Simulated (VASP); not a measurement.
# ReBi (F-43m) in VASP: notebook

The runs below take ReBi through single point, with PBE.

All numbers are computed with VASP 6.6.1; they aren't measurements. Logs are shortened: lines on timing, memory, paths and dates and some standing lists are left out, and cuts for length are marked.

**1. The cell of the first run**

It takes space group F-43m (No. 216, cubic). Conventional cell: a = 5.596 Å, b = 5.596 Å, c = 5.596 Å, α = 90.00°, β = 90.00°, γ = 90.00°. Re (site symmetry -43m) has 4 Bi at 2.42 Å within 3.2 Å. Within 3.2 Å of Bi (site symmetry -43m) lie 4 Re at 2.42 Å.

**2. Single point, PBE**

File INCAR:

```
PREC = Accurate
ENCUT = 520
EDIFF = 1E-6
ISMEAR = 0
SIGMA = 0.05
LREAL = False
LASPH = True
NELM = 80
ALGO = Normal
ISIF = 2
LWAVE = False
LCHARG = False
GGA = PE
NBANDS = 18
```

File KPOINTS:

```
regular mesh
0
Gamma
  10 10 10
```

File POSCAR:

```
ReBi
1.0
    0.0000000000      2.7979151146      2.7979151146
    2.7979151146      0.0000000000      2.7979151146
    2.7979151146      2.7979151146      0.0000000000
Re Bi
1 1
Direct
    0.0000000000      0.0000000000      0.0000000000
    0.2500000000      0.2500000000      0.2500000000
```

Potentials or basis: VASP PAW PBE potentials, release 64 (Re, Bi_d).

The run is started by

```console
$ cat potpaw_PBE.64/Re/POTCAR potpaw_PBE.64/Bi_d/POTCAR > POTCAR
$ mpirun -np 1 vasp_std > vasp.out
```

OUTCAR:

```text
PREC = Accurate
   ENCUT = 520
   EDIFF = 1E-6
   ISMEAR = 0
   LREAL = False
   LASPH = True
   NELM = 80
   ISIF = 2
   GGA = PE

 ion  position               nearest neighbor table
   1  0.000  0.000  0.000-   2 2.42   2 2.42   2 2.42   2 2.42
   2  0.250  0.250  0.250-   1 2.42   1 2.42   1 2.42   1 2.42

  LATTYP: Found a face centered cubic cell.
 ALAT       =     5.5958302292

  Lattice vectors:

 A1 = (   0.0000000000,   2.7979151146,   2.7979151146)
 A2 = (   2.7979151146,   0.0000000000,   2.7979151146)
 A3 = (   2.7979151146,   2.7979151146,   0.0000000000)

Analysis of symmetry for initial positions (statically):
=====================================================================
 Subroutine PRICEL returns:
 Original cell was already a primitive cell.

 Routine SETGRP: Setting up the symmetry group for a
 face centered cubic supercell.

 Subroutine GETGRP returns: Found 24 space group operations
 (whereof 24 operations were pure point group operations)
 out of a pool of 48 trial point group operations.

The static configuration has the point symmetry T_d .

Analysis of symmetry for dynamics (positions and initial velocities):
=====================================================================
 Subroutine PRICEL returns:
 Original cell was already a primitive cell.

 Routine SETGRP: Setting up the symmetry group for a
 face centered cubic supercell.

 Subroutine GETGRP returns: Found 24 space group operations
 (whereof 24 operations were pure point group operations)
 out of a pool of 48 trial point group operations.

The dynamic configuration has the point symmetry T_d .

 Subroutine INISYM returns: Found 24 space group operations
 (whereof 24 operations are pure point group operations),
 and found     1 'primitive' translations

----------------------------------------------------------------------------------------

                                     Primitive cell

  volume of cell :      43.8060

  direct lattice vectors                    reciprocal lattice vectors
     0.000000000  2.797915115  2.797915115    -0.178704492  0.178704492  0.178704492
     2.797915115  0.000000000  2.797915115     0.178704492 -0.178704492  0.178704492
     2.797915115  2.797915115  0.000000000     0.178704492  0.178704492 -0.178704492

  length of vectors
     3.956849501  3.956849501  3.956849501     0.309525260  0.309525260  0.309525260

  position of ions in fractional coordinates (direct lattice)
     0.000000000  0.000000000  0.000000000
     0.250000000  0.250000000  0.250000000

  ion indices of the primitive-cell ions
   primitive index   ion index
                 1           1
                 2           2

----------------------------------------------------------------------------------------

 KPOINTS: regular mesh

Automatic generation of k-mesh.
 Grid dimensions read from file:
 generate k-points for:   10   10   10

 Generating k-lattice:

  Cartesian coordinates                     Fractional coordinates (reciprocal lattice)
    -0.017870449  0.017870449  0.017870449     0.100000000  0.000000000  0.000000000
     0.017870449 -0.017870449  0.017870449     0.000000000  0.100000000  0.000000000
     0.017870449  0.017870449 -0.017870449     0.000000000  0.000000000  0.100000000

  Length of vectors
     0.030952526  0.030952526  0.030952526

  Shift w.r.t. Gamma in fractional coordinates (k-lattice)
     0.000000000  0.000000000  0.000000000

 Subroutine IBZKPT returns following result:
 ===========================================

 Found     47 irreducible k-points:

 Following reciprocal coordinates:
            Coordinates               Weight
  0.000000  0.000000  0.000000      1.000000
  0.100000  0.000000  0.000000      8.000000
  0.200000  0.000000  0.000000      8.000000
  0.300000  0.000000  0.000000      8.000000
  0.400000  0.000000  0.000000      8.000000
  0.500000  0.000000  0.000000      4.000000
[... 16 lines left out ...]
  0.300000  0.300000  0.000000      6.000000
  0.400000  0.300000  0.000000     24.000000
 [... further k-points ...]
   k-points           NKPTS =     47   k-points in BZ     NKDIM =     47   number of bands    NBANDS=     18
   number of dos      NEDOS =    301   number of ions     NIONS =      2
   total plane-waves  NPLWV =  27000
   dimension x,y,z NGX =    30 NGY =   30 NGZ =   30
   dimension x,y,z NGXF=    60 NGYF=   60 NGZF=   60
   ions per type =               1   1
   NGX,Y,Z   is equivalent  to a cutoff of  12.60, 12.60, 12.60 a.u.
   NGXF,Y,Z  is equivalent  to a cutoff of  25.21, 25.21, 25.21 a.u.
 SYSTEM =  unknown system
   PREC   = accura    normal or accurate (medium, high low for compatibility)
   ISTART =      0    job   : 0-new  1-cont  2-samecut
   ICHARG =      2    charge: 1-file 2-atom 10-const
   ISPIN  =      1    spin polarized calculation?
   LNONCOLLINEAR =      F non collinear calculations
   LSORBIT =      F    spin-orbit coupling
   LASPH  =      T    aspherical Exc in radial PAW
   ENCUT  =  520.0 eV  38.22 Ry    6.18 a.u.   7.36  7.36  7.36*2*pi/ulx,y,z
   NELM   =     80;   NELMIN=  2; NELMDL= -5     # of ELM steps
   EDIFF  = 0.1E-05   stopping-criterion for ELM
   LREAL  =      F    real-space projection
   EDIFFG = 0.1E-04   stopping-criterion for IOM
   NSW    =      0    number of steps for IOM
   IBRION =     -1    ionic relax: 0-MD 1-quasi-New 2-CG
   NFREE  =      0    steps in history (QN), initial steepest desc. (CG)
   ISIF   =      2    stress and relaxation
   ISYM   =      2    0-nonsym 1-usesym 2-fastsym
   POTIM  = 0.5000    time-step for ionic-motion
   TEBEG  =    0.0;   TEEND  =   0.0 temperature during run
   PSTRESS=    0.0 pullay stress
   NELECT =      22.0000    total number of electrons
   NUPDOWN=      -1.0000    fix difference up-down
   EMIN   =  10.00;   EMAX   =-10.00  energy-range for DOS
   EFERMI =   0.00;   METHOD = LEGACY
   ISMEAR =     0;   SIGMA  =   0.05  broadening in eV -4-tet -1-fermi 0-gaus
   EFERMI_NEDOS =   21; number of points for ismear=-14 and -15
   IALGO  =     38    algorithm
   IMIX   =      4    mixing-type and parameters
     AMIX     =   0.40;   BMIX     =  1.00
     AMIX_MAG =   1.60;   BMIX_MAG =  1.00
  volume/ion in A,a.u.               =      21.90       147.81
  Fermi-wavevector in a.u.,A,eV,Ry     =   1.301281  2.459065 23.039195  1.693333
  Thomas-Fermi vector in A             =   2.432425
   LORBIT       =      0    0 simple, 1 ext, 2 COOP (PROOUT), +10 PAW based schemes
   GGA     = PE    functional components
   LHFCALC =     F    Hartree Fock is set to
   AEXX    =    0.0000 exact exchange contribution
   IVDW    =     0    specifies the selected vdW correction
   LEPSILON=     F    determine dielectric tensor
   LRPA    =     F    only Hartree local field effects (RPA)
 non-spin polarized calculation
 Gauss-broadening in eV      SIGMA  =   0.05
  energy-cutoff  :      520.00
  volume of cell :       43.81
 maximum number of plane-waves:      1243
 NGX is ok and might be reduce to    30
   NGX = 15   NGY = 15   NGZ = 15

 number of electron      22.0000007 magnetization

 Free energy of the ion-electron system (eV)
  ---------------------------------------------------
  ext. energy  EPLUGINS =         0.00000000
  ---------------------------------------------------
  free energy    TOTEN  =       -10.23617459 eV

  energy without entropy =      -10.23458026  energy(sigma->0) =      -10.23537743

 E-fermi :   7.7174     XC(G=0): -11.3876

 val. band max:        7.7166886659   @ k =  -0.3000   0.5000   0.2000
 cond. band min:       7.7794108353   @ k =   0.5000   0.0000   0.0000
 fundamental gap:      0.0627221694
 Fermi energy:         7.7174035813

 k-point     1 :       0.0000    0.0000    0.0000
  band No.  band energies     occupation
      1     -14.8255      2.00000
      2     -14.8255      2.00000
      3     -14.8255      2.00000
      4     -14.7638      2.00000
      5     -14.7638      2.00000
      6      -5.5135      2.00000
[... 10 lines left out ...]
     17      16.8107      0.00000
     18      16.8151      0.00000

 k-point     2 :       0.1000    0.0000    0.0000
  band No.  band energies     occupation
      1     -14.8327      2.00000
      2     -14.8293      2.00000
      3     -14.8293      2.00000
      4     -14.7592      2.00000
      5     -14.7592      2.00000
      6      -5.3884      2.00000
[... 10 lines left out ...]
     17      16.8610      0.00000
     18      16.8616      0.00000

 k-point     3 :       0.2000    0.0000    0.0000
  band No.  band energies     occupation
      1     -14.8519      2.00000
      2     -14.8356      2.00000
      3     -14.8356      2.00000
      4     -14.7510      2.00000
      5     -14.7510      2.00000
      6      -5.0403      2.00000
[... 10 lines left out ...]
     17      17.3309      0.00000
     18      17.3310      0.00000

 k-point     4 :       0.3000    0.0000    0.0000
  band No.  band energies     occupation
      1     -14.8759      2.00000
      2     -14.8389      2.00000
      3     -14.8389      2.00000
      4     -14.7455      2.00000
      5     -14.7455      2.00000
      6      -4.5601      2.00000
[... 10 lines left out ...]
     17      18.0493      0.00000
     18      18.0498      0.00000

 k-point     5 :       0.4000    0.0000    0.0000
  band No.  band energies     occupation
      1     -14.8956      2.00000
      2     -14.8387      2.00000
      3     -14.8387      2.00000
      4     -14.7438      2.00000
      5     -14.7438      2.00000
      6      -4.1185      2.00000
[... 10 lines left out ...]
     17      18.6382      0.00000
     18      18.6430      0.00000

 k-point     6 :       0.5000    0.0000    0.0000
  band No.  band energies     occupation
      1     -14.9032      2.00000
      2     -14.8381      2.00000
      3     -14.8381      2.00000
      4     -14.7438      2.00000
      5     -14.7438      2.00000
      6      -3.9337      2.00000
[... 10 lines left out ...]
     17      18.8530      0.00000
     18      18.8530      0.00000

 k-point     7 :       0.1000    0.1000    0.0000
  band No.  band energies     occupation
      1     -14.8417      2.00000
      2     -14.8268      2.00000
      3     -14.8268      2.00000
      4     -14.7587      2.00000
      5     -14.7577      2.00000
      6      -5.3464      2.00000
[... 10 lines left out ...]
     17      17.2154      0.00000
     18      17.2312      0.00000

 k-point     8 :       0.2000    0.1000    0.0000
  band No.  band energies     occupation
      1     -14.8565      2.00000
      2     -14.8338      2.00000
      3     -14.8302      2.00000
      4     -14.7518      2.00000
      5     -14.7517      2.00000
      6      -5.0713      2.00000
[... 10 lines left out ...]
     17      17.1999      0.00000
     18      17.6401      0.00000
[... 229 lines left out ...]
     17      18.9262      0.00000
     18      19.5383      0.00000

 k-point    20 :      -0.4000    0.2000    0.0000
  band No.  band energies     occupation
      1     -14.8957      2.00000
      2     -14.8627      2.00000
      3     -14.8462      2.00000
      4     -14.7421      2.00000
      5     -14.7298      2.00000
      6      -3.7064      2.00000
[... 10 lines left out ...]
     17      19.4192      0.00000
     18      20.0226      0.00000

 k-point    21 :      -0.3000    0.2000    0.0000
  band No.  band energies     occupation
      1     -14.8860      2.00000
      2     -14.8565      2.00000
      3     -14.8504      2.00000
      4     -14.7432      2.00000
      5     -14.7315      2.00000
      6      -3.9680      2.00000
[... 10 lines left out ...]
     17      19.1819      0.00000
     18      19.8757      0.00000

 k-point    22 :      -0.2000    0.2000    0.0000
  band No.  band energies     occupation
      1     -14.8738      2.00000
      2     -14.8501      2.00000
      3     -14.8453      2.00000
      4     -14.7461      2.00000
      5     -14.7365      2.00000
      6      -4.3911      2.00000
[... 10 lines left out ...]
     17      18.7078      0.00000
     18      19.4930      0.00000

 k-point    23 :       0.3000    0.3000    0.0000
  band No.  band energies     occupation
      1     -14.9036      2.00000
      2     -14.8351      2.00000
      3     -14.8351      2.00000
      4     -14.7553      2.00000
      5     -14.7292      2.00000
      6      -4.2190      2.00000
[... 10 lines left out ...]
     17      19.7460      0.00000
     18      19.9624      0.00000

 k-point    24 :       0.4000    0.3000    0.0000
  band No.  band energies     occupation
      1     -14.9119      2.00000
      2     -14.8443      2.00000
      3     -14.8378      2.00000
      4     -14.7545      2.00000
      5     -14.7230      2.00000
      6      -3.8563      2.00000
[... 10 lines left out ...]
     17      20.0550      0.00000
     18      20.4506      0.00000

 [... further k-points ...]
[... 5 lines left out ...]
  --------------------------------------------------------------------------------------
  -------------------------------------------------------------------------------------
  Total       14.8067327     14.8067327     14.8067327      0.0000000      0.0000000     -0.0000000
  in kB      541.5470821    541.5470821    541.5470821      0.0000000      0.0000000     -0.0000000
  external PRESSURE =     541.5470821 kB  Pullay stress =       0.0000000 kB

 VOLUME and BASIS-vectors are now :
 -----------------------------------------------------------------------------
  energy-cutoff  :      520.00
  volume of cell :       43.81
      direct lattice vectors                 reciprocal lattice vectors
     0.000000000  2.797915115  2.797915115    -0.178704492  0.178704492  0.178704492
     2.797915115  0.000000000  2.797915115     0.178704492 -0.178704492  0.178704492
     2.797915115  2.797915115  0.000000000     0.178704492  0.178704492 -0.178704492

 POSITION                                       TOTAL-FORCE (eV/Angst)
 -----------------------------------------------------------------------------------
      0.00000      0.00000      0.00000         0.000000      0.000000      0.000000
      1.39896      1.39896      1.39896        -0.000000     -0.000000     -0.000000
 -----------------------------------------------------------------------------------
    total drift:                                0.000000      0.000000      0.000000

  FREE ENERGIE OF THE ION-ELECTRON SYSTEM (eV)
  ---------------------------------------------------
  free  energy   TOTEN  =       -10.2361745943 eV

  energy  without entropy=      -10.2345802594  energy(sigma->0) =      -10.23537743
```

Run time: 58 s. Hardware: 1 thread of Intel Xeon Platinum 8259CL at 2.50GHz (Skylake/Cascade Lake), shared host; peak memory 0.19 GiB.

What came out:

| Quantity | Value |
| --- | --- |
| Free energy | -10.2362 eV |
| Pressure | 54.2 GPa |

Levels at points of the mesh, in eV from the Fermi level:
```tsv
k point	band 7	band 8	band 9	band 10	band 11	band 12	band 13	band 14	band 15	band 16
(0.00, 0.00, 0.00)	-3.44	-3.44	-3.44	-0.28	-0.28	4.01	7.94	7.94	7.94	9.09
(0.50, 0.00, 0.00)	-5.08	-3.01	-3.01	-0.10	-0.10	0.06	4.48	4.48	5.27	10.37
(0.50, 0.50, 0.00)	-5.71	-1.54	-1.54	-1.41	-0.26	0.32	1.04	1.04	7.68	7.99
```

Caveat: spin-orbit coupling is left out, which moves the levels of the heavy elements.

(Continued in part 2 of 2.)
